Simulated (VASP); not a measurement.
Write the native input for VASP 6.6.1 that does the following.

```yaml
Task: single point
Functional: PBE
Potentials_or_basis: VASP PAW PBE potentials, release 64 (As)
Cutoff: 520 eV
k_mesh: 9 × 9 × 9
Occupations: fermi-dirac, width 0.1 eV
Spin: non-collinear spin, zero start, spin-orbit coupling
Starting_moments: "[[0.0, 0.0, 0.0], [0.0, 0.0, 0.0]] μB"
Dipole_correction: no
Further_INCAR_settings: ALGO = Normal; EDIFF = 1e-06; NBANDS = 22
```

The structure of As lies in POSCAR:

```
As
1.0
    0.0000000000      3.0580591010      3.0580591010
    3.0580591010      0.0000000000      3.0580591010
    3.0580591010      3.0580591010      0.0000000000
As
2
Direct
    0.1250000000      0.1250000000      0.1250000000
    0.8750000000      0.8750000000      0.8750000000
```

One way to write it, as run:

INCAR

```
SYSTEM = As
PREC = Accurate ; ENCUT = 520
EDIFF = 1E-6 ; ISMEAR = -1
SIGMA = 0.1 ; LREAL = .False.
LASPH = .True. ; NELM = 150
ALGO = Normal ; ISIF = 2
LWAVE = .False. ; LCHARG = .True.
MAGMOM = 0 0 0 0 0 0 ; LORBIT = 11
LSORBIT = .True. ; GGA_COMPAT = .False.
LORBMOM = .True. ; GGA = PE
LVHAR = .True. ; NBANDS = 22
```

KPOINTS

```
Automatic mesh
0
Gamma
  9 9 9
  0 0 0
```

Potentials or basis: VASP PAW PBE potentials, release 64 (As).

Launch:

```bash
$ cat potpaw_PBE.64/As/POTCAR > POTCAR
$ mpirun -np 1 vasp_ncl > vasp.out
```

It gave:

- Pressure: 0.2 GPa
- Net moment: 0.00 μB per cell
- Valence electrons inside the program's atomic spheres: As 2.66

Wall time 2.5 min on 1 thread of AMD EPYC 7R13 (shared host), peak memory 0.3 GiB.
